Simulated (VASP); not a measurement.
# SiC (Moissanite) (P6_3mc) in VASP: notebook

SiC (Moissanite) is run at these levels: LDA; tasks: single point, relaxation of cell and atoms.

Program: VASP 6.6.1. These are calculated values, not measurements. Logs are shortened: lines on timing, memory, paths and dates and some standing lists are left out, and cuts for length are marked.

### Step 1. The cell of the first run

The structure is hexagonal, space group P6_3mc (No. 186). Conventional cell: a = 3.056 Å, b = 3.056 Å, c = 5.016 Å, α = 90.00°, β = 90.00°, γ = 120.00°. Si (site symmetry 3m) has 4 C at 1.87 to 1.89 Å within 2.5 Å. Within 2.5 Å of C (site symmetry 3m) lie 4 Si at 1.87 to 1.89 Å.

### Step 2. Single point, LDA

The input, INCAR:

```
ALGO = Normal ; EDIFF = 1E-6
ENCUT = 520 ; ISIF = 2
ISMEAR = 0 ; LASPH = T
LCHARG = F ; LREAL = F
LWAVE = F ; NBANDS = 16
NELM = 60 ; PREC = Accurate
SIGMA = 0.02
```

The input, KPOINTS:

```
k-points
0
Gamma
  12 12 6
```

The input, POSCAR:

```
SiC
1.0
    3.0563802781      0.0000000000      0.0000000000
   -1.5281901390      2.6469029645      0.0000000000
    0.0000000000      0.0000000000      5.0159202655
Si C
2 2
Direct
    0.3333333333      0.6666666667      0.0045942867
    0.6666666667      0.3333333333      0.5045942867
    0.3333333333      0.6666666667      0.3804057133
    0.6666666667      0.3333333333      0.8804057133
```

Potentials or basis: VASP PAW LDA potentials, release 64 (Si, C).

Launch:

```bash
> cat potpaw_LDA.64/Si/POTCAR potpaw_LDA.64/C/POTCAR > POTCAR
> mpirun -np 1 vasp_std > vasp.out
```

OUTCAR:

```text
EDIFF = 1E-6
   ENCUT = 520
   ISIF = 2
   ISMEAR = 0
   LASPH = T
   LREAL = F
   NELM = 60
   PREC = Accurate

 ion  position               nearest neighbor table
   1  0.333  0.667  0.005-   4 1.87   4 1.87   4 1.87   3 1.89   2 3.07   2 3.07   2 3.07   2 3.07
                             2 3.07   2 3.07
   2  0.667  0.333  0.505-   3 1.87   3 1.87   3 1.87   4 1.89   1 3.07   1 3.07   1 3.07   1 3.07
                             1 3.07   1 3.07
   3  0.333  0.667  0.380-   2 1.87   2 1.87   2 1.87   1 1.89
   4  0.667  0.333  0.880-   1 1.87   1 1.87   1 1.87   2 1.89

  LATTYP: Found a hexagonal cell.
 ALAT       =     3.0563802781
 C/A-ratio  =     1.6411309487

  Lattice vectors:

 A1 = (   3.0563802781,   0.0000000000,   0.0000000000)
 A2 = (  -1.5281901390,   2.6469029645,   0.0000000000)
 A3 = (   0.0000000000,   0.0000000000,   5.0159202655)

Analysis of symmetry for initial positions (statically):
=====================================================================
 Subroutine PRICEL returns:
 Original cell was already a primitive cell.

 Routine SETGRP: Setting up the symmetry group for a
 hexagonal supercell.

 Subroutine GETGRP returns: Found 12 space group operations
 (whereof  6 operations were pure point group operations)
 out of a pool of 24 trial point group operations.

The static configuration has the point symmetry C_3v.
 The point group associated with its full space group is C_6v.

Analysis of symmetry for dynamics (positions and initial velocities):
=====================================================================
 Subroutine PRICEL returns:
 Original cell was already a primitive cell.

 Routine SETGRP: Setting up the symmetry group for a
 hexagonal supercell.

 Subroutine GETGRP returns: Found 12 space group operations
 (whereof  6 operations were pure point group operations)
 out of a pool of 24 trial point group operations.

The dynamic configuration has the point symmetry C_3v.
 The point group associated with its full space group is C_6v.

 Subroutine INISYM returns: Found 12 space group operations
 (whereof  6 operations are pure point group operations),
 and found     1 'primitive' translations

----------------------------------------------------------------------------------------

                                     Primitive cell

  volume of cell :      40.5785

  direct lattice vectors                    reciprocal lattice vectors
     3.056380278  0.000000000  0.000000000     0.327184417  0.188900011  0.000000000
    -1.528190139  2.646902965  0.000000000     0.000000000  0.377800023  0.000000000
     0.000000000  0.000000000  5.015920266     0.000000000  0.000000000  0.199365211

  length of vectors
     3.056380278  3.056380278  5.015920266     0.377800023  0.377800023  0.199365211

  position of ions in fractional coordinates (direct lattice)
     0.333333333  0.666666667  0.004594287
     0.666666667  0.333333333  0.504594287
     0.333333333  0.666666667  0.380405713
     0.666666667  0.333333333  0.880405713

  ion indices of the primitive-cell ions
   primitive index   ion index
                 1           1
                 2           2
                 3           3
                 4           4

----------------------------------------------------------------------------------------

 KPOINTS: k-points

Automatic generation of k-mesh.
 Grid dimensions read from file:
 generate k-points for:   12   12    6

 Generating k-lattice:

  Cartesian coordinates                     Fractional coordinates (reciprocal lattice)
     0.027265368  0.015741668  0.000000000     0.083333333 -0.000000000  0.000000000
     0.000000000  0.031483335  0.000000000     0.000000000  0.083333333  0.000000000
     0.000000000  0.000000000  0.033227535     0.000000000  0.000000000  0.166666667

  Length of vectors
     0.031483335  0.031483335  0.033227535

  Shift w.r.t. Gamma in fractional coordinates (k-lattice)
     0.000000000  0.000000000  0.000000000

 Subroutine IBZKPT returns following result:
 ===========================================

 Found     76 irreducible k-points:

 Following reciprocal coordinates:
            Coordinates               Weight
  0.000000  0.000000  0.000000      1.000000
  0.083333  0.000000  0.000000      6.000000
  0.166667  0.000000  0.000000      6.000000
  0.250000  0.000000  0.000000      6.000000
  0.333333  0.000000  0.000000      6.000000
  0.416667  0.000000  0.000000      6.000000
[... 16 lines left out ...]
  0.250000  0.000000  0.166667     12.000000
  0.333333  0.000000  0.166667     12.000000
 [... further k-points ...]
   k-points           NKPTS =     76   k-points in BZ     NKDIM =     76   number of bands    NBANDS=     16
   number of dos      NEDOS =    301   number of ions     NIONS =      4
   total plane-waves  NPLWV =  23040
   dimension x,y,z NGX =    24 NGY =   24 NGZ =   40
   dimension x,y,z NGXF=    48 NGYF=   48 NGZF=   80
   ions per type =               2   2
   NGX,Y,Z   is equivalent  to a cutoff of  13.05, 13.05, 13.26 a.u.
   NGXF,Y,Z  is equivalent  to a cutoff of  26.11, 26.11, 26.51 a.u.
 SYSTEM =  unknown system
   PREC   = accura    normal or accurate (medium, high low for compatibility)
   ISTART =      0    job   : 0-new  1-cont  2-samecut
   ICHARG =      2    charge: 1-file 2-atom 10-const
   ISPIN  =      1    spin polarized calculation?
   LNONCOLLINEAR =      F non collinear calculations
   LSORBIT =      F    spin-orbit coupling
   LASPH  =      T    aspherical Exc in radial PAW
   ENCUT  =  520.0 eV  38.22 Ry    6.18 a.u.   5.68  5.68  9.33*2*pi/ulx,y,z
   NELM   =     60;   NELMIN=  2; NELMDL= -5     # of ELM steps
   EDIFF  = 0.1E-05   stopping-criterion for ELM
   LREAL  =      F    real-space projection
   EDIFFG = 0.1E-04   stopping-criterion for IOM
   NSW    =      0    number of steps for IOM
   IBRION =     -1    ionic relax: 0-MD 1-quasi-New 2-CG
   NFREE  =      0    steps in history (QN), initial steepest desc. (CG)
   ISIF   =      2    stress and relaxation
   ISYM   =      2    0-nonsym 1-usesym 2-fastsym
   POTIM  = 0.5000    time-step for ionic-motion
   TEBEG  =    0.0;   TEEND  =   0.0 temperature during run
   PSTRESS=    0.0 pullay stress
   NELECT =      16.0000    total number of electrons
   NUPDOWN=      -1.0000    fix difference up-down
   EMIN   =  10.00;   EMAX   =-10.00  energy-range for DOS
   EFERMI =   0.00;   METHOD = LEGACY
   ISMEAR =     0;   SIGMA  =   0.02  broadening in eV -4-tet -1-fermi 0-gaus
   EFERMI_NEDOS =   21; number of points for ismear=-14 and -15
   IALGO  =     38    algorithm
   IMIX   =      4    mixing-type and parameters
     AMIX     =   0.40;   BMIX     =  1.00
     AMIX_MAG =   1.60;   BMIX_MAG =  1.00
  volume/ion in A,a.u.               =      10.14        68.46
  Fermi-wavevector in a.u.,A,eV,Ry     =   1.200465  2.268550 19.607575  1.441116
  Thomas-Fermi vector in A             =   2.336300
   LORBIT       =      0    0 simple, 1 ext, 2 COOP (PROOUT), +10 PAW based schemes
   GGA     = CA    functional components
   LHFCALC =     F    Hartree Fock is set to
   AEXX    =    0.0000 exact exchange contribution
   IVDW    =     0    specifies the selected vdW correction
   LEPSILON=     F    determine dielectric tensor
   LRPA    =     F    only Hartree local field effects (RPA)
 non-spin polarized calculation
 Gauss-broadening in eV      SIGMA  =   0.02
  energy-cutoff  :      520.00
  volume of cell :       40.58
 maximum number of plane-waves:      1108
 NGX is ok and might be reduce to    24
   NGX = 11   NGY = 11   NGZ = 19

 number of electron      15.9999998 magnetization

 Free energy of the ion-electron system (eV)
  ---------------------------------------------------
  ext. energy  EPLUGINS =         0.00000000
  ---------------------------------------------------
  free energy    TOTEN  =       -33.27592437 eV

  energy without entropy =      -33.27592437  energy(sigma->0) =      -33.27592437

 E-fermi :   8.5149     XC(G=0): -11.6328

 val. band max:        8.4348972112   @ k =   0.0000   0.0000   0.0000
 cond. band min:      10.5500850282   @ k =   0.3333   0.3333   0.0000
 fundamental gap:      2.1151878171
 Fermi energy:         8.5149242849

 k-point     1 :       0.0000    0.0000    0.0000
  band No.  band energies     occupation
      1      -7.1984      2.00000
      2      -3.5085      2.00000
      3      -0.3933      2.00000
      4       7.1096      2.00000
      5       7.1096      2.00000
      6       8.3203      2.00000
[... 8 lines left out ...]
     15      17.4149      0.00000
     16      19.7527      0.00000

 k-point     2 :       0.0833    0.0000    0.0000
  band No.  band energies     occupation
      1      -7.0756      2.00000
      2      -3.4030      2.00000
      3      -0.2794      2.00000
      4       6.4222      2.00000
      5       6.8933      2.00000
      6       7.9836      2.00000
[... 8 lines left out ...]
     15      17.7162      0.00000
     16      18.8318      0.00000

 k-point     3 :       0.1667    0.0000    0.0000
  band No.  band energies     occupation
      1      -6.7102      2.00000
      2      -3.0952      2.00000
      3       0.0542      2.00000
      4       4.9170      2.00000
      5       6.4064      2.00000
      6       6.8834      2.00000
[... 8 lines left out ...]
     15      18.0180      0.00000
     16      18.3537      0.00000

 k-point     4 :       0.2500    0.0000    0.0000
  band No.  band energies     occupation
      1      -6.1128      2.00000
      2      -2.6203      2.00000
      3       0.5649      2.00000
      4       3.2589      2.00000
      5       5.5013      2.00000
      6       5.8798      2.00000
[... 8 lines left out ...]
     15      18.5311      0.00000
     16      19.2448      0.00000
[... 324 lines left out ...]
 k-point    22 :       0.1667    0.0000    0.1667
  band No.  band energies     occupation
      1      -6.5734      2.00000
      2      -3.6540      2.00000
      3       0.8122      2.00000
      4       5.0388      2.00000
      5       6.4981      2.00000
      6       6.4999      2.00000
[... 8 lines left out ...]
     15      18.2038      0.00000
     16      18.7261      0.00000

 k-point    23 :       0.2500    0.0000    0.1667
  band No.  band energies     occupation
      1      -5.9781      2.00000
      2      -3.1404      2.00000
      3       1.2066      2.00000
      4       3.4600      2.00000
      5       5.1063      2.00000
      6       5.9787      2.00000
[... 8 lines left out ...]
     15      19.2123      0.00000
     16      19.2851      0.00000

 k-point    24 :       0.3333    0.0000    0.1667
  band No.  band energies     occupation
      1      -5.1787      2.00000
      2      -2.5255      2.00000
      3       1.0625      2.00000
      4       2.6977      2.00000
      5       3.6571      2.00000
      6       5.5484      2.00000
[... 8 lines left out ...]
     15      19.8032      0.00000
     16      20.5080      0.00000

 [... further k-points ...]

------------------------ aborting loop because EDIFF is reached ----------------------------------------

  FORCE on cell =-STRESS in cart. coord.  units (eV):
  Direction    XX          YY          ZZ          XY          YZ          ZX
  --------------------------------------------------------------------------------------
  -------------------------------------------------------------------------------------
  Total        0.0976420      0.0976420      0.1044064      0.0000000     -0.0000000      0.0000000
  in kB        3.8552390      3.8552390      4.1223195      0.0000000     -0.0000000      0.0000000
  external PRESSURE =       3.9442658 kB  Pullay stress =       0.0000000 kB

 VOLUME and BASIS-vectors are now :
 -----------------------------------------------------------------------------
  energy-cutoff  :      520.00
  volume of cell :       40.58
      direct lattice vectors                 reciprocal lattice vectors
     3.056380278  0.000000000  0.000000000     0.327184417  0.188900011  0.000000000
    -1.528190139  2.646902965  0.000000000     0.000000000  0.377800023  0.000000000
     0.000000000  0.000000000  5.015920266     0.000000000  0.000000000  0.199365211

 POSITION                                       TOTAL-FORCE (eV/Angst)
 -----------------------------------------------------------------------------------
     -0.00000      1.76460      0.02304        -0.000000      0.000000      0.000686
      1.52819      0.88230      2.53100         0.000000      0.000000      0.000686
     -0.00000      1.76460      1.90808         0.000000      0.000000     -0.000686
      1.52819      0.88230      4.41604        -0.000000     -0.000000     -0.000686
 -----------------------------------------------------------------------------------
    total drift:                               -0.000000      0.000000     -0.000116

  FREE ENERGIE OF THE ION-ELECTRON SYSTEM (eV)
  ---------------------------------------------------
  free  energy   TOTEN  =       -33.2759243716 eV

  energy  without entropy=      -33.2759243716  energy(sigma->0) =      -33.27592437
```

It took 43 s on 1 thread of Intel Xeon 8259CL, shared host; peak memory 0.16 GiB.

Results:

```
Free energy            : -33.2759 eV
Pressure               : 0.4 GPa
Band gap on the k mesh : 2.12 eV, indirect (least direct gap 3.91 eV)
```

Levels at points of the mesh, in eV from the valence-band top:
```csv
k point,band 6,band 7,band 8,band 9,band 10,band 11
"(0.00, 0.00, 0.00)",-0.11,0.00,0.00,4.92,6.42,6.67
"(0.50, 0.00, 0.00)",-3.37,-3.36,-1.20,2.71,4.16,6.95
"(0.00, 0.00, 0.50)",-0.72,-0.72,-0.72,6.00,6.00,7.35
"(0.50, 0.00, 0.50)",-2.48,-2.35,-2.35,3.25,3.25,5.23
```

### Step 3. Relaxation of cell and atoms, LDA

This run uses another cell than the first one, of 10.50 Å³/atom, 1.035 times its volume.

The input, INCAR:

```
SYSTEM = SiC
ALGO = Normal ; EDIFF = 1E-7
EDIFFG = -0.005 ; ENCUT = 600
IBRION = 2 ; ISIF = 3
ISMEAR = 0 ; LASPH = .TRUE.
LCHARG = .FALSE. ; LREAL = .FALSE.
LWAVE = .FALSE. ; NELM = 100
NSW = 70 ; PREC = Accurate
SIGMA = 0.02
```

The input, KPOINTS:

```
k-points
0
G
  12 12 6
  0 0 0
```

The input, POSCAR:

```
SiC
1.0
    3.0919867177      0.0000000000      0.0000000000
   -1.5459933588      2.6777390457      0.0000000000
    0.0000000000      0.0000000000      5.0737648095
Si C
2 2
Direct
    0.3333333333      0.6666666667      0.0045636685
    0.6666666667      0.3333333333      0.5045636685
    0.3333333333      0.6666666667      0.3804363315
    0.6666666667      0.3333333333      0.8804363315
```

Potentials or basis: VASP PAW LDA potentials, release 64 (Si, C).

Launch:

```bash
> cat potpaw_LDA.64/Si/POTCAR potpaw_LDA.64/C/POTCAR > POTCAR
> mpirun -np 1 vasp_std > vasp.out
```

Wall time 3.8 min (1 thread of Intel Xeon 8259CL, shared host); peak memory 0.18 GiB.

The run converged. Its results:

```yaml
Free_energy: -33.2820 eV
Relaxed_volume: 10.15 Å³/atom
Relaxed_cell: a = 3.057 Å, b = 3.057 Å, c = 5.018 Å, α = 90.00°, β = 90.00°, γ = 120.00°
Space_group_after_relaxing_to_0.05_Å: P6_3mc (No. 186)
Energy_gained_by_relaxing: 8.0 meV/atom
Ionic_steps: 6
Pressure_after_relaxing: 0.0 GPa
Band_gap_on_the_k_mesh: 2.12 eV, indirect (least direct gap 3.91 eV)
```

The path:
```csv
step,energy change (eV),largest force (eV/Å),pressure (GPa),volume (Å³)
1,0.0000,0.0013,-7.22,42.01
2,0.0058,0.0226,8.78,39.19
3,-0.0322,0.0093,-0.05,40.63
4,-0.0322,0.0095,0.10,40.60
5,-0.0322,0.0102,-0.09,40.64
6,-0.0322,0.0000,0.01,40.62
```

Final structure:
```
Si C
1.0
     3.05735    0.00000    0.00000
    -1.52868    2.64774    0.00000
     0.00000    0.00000    5.01765
Si C
2 2
Direct
  0.33333 0.66667 0.00460
  0.66667 0.33333 0.50460
  0.33333 0.66667 0.38040
  0.66667 0.33333 0.88040
```

Levels at points of the mesh, in eV from the valence-band top:
| k point | band 4 | band 5 | band 6 | band 7 | band 8 | band 9 | band 10 | band 11 | band 12 |
| --- | --- | --- | --- | --- | --- | --- | --- | --- | --- |
| (0.00, 0.00, 0.00) | -1.32 | -1.32 | -0.11 | 0.00 | 0.00 | 4.92 | 6.41 | 6.66 | 6.66 |
| (0.50, 0.00, 0.00) | -6.32 | -5.51 | -3.37 | -3.36 | -1.20 | 2.71 | 4.16 | 6.95 | 7.11 |
| (0.00, 0.00, 0.50) | -4.45 | -0.72 | -0.72 | -0.72 | -0.72 | 5.99 | 5.99 | 7.34 | 7.34 |
| (0.50, 0.00, 0.50) | -8.36 | -2.47 | -2.47 | -2.35 | -2.35 | 3.25 | 3.25 | 5.23 | 5.23 |
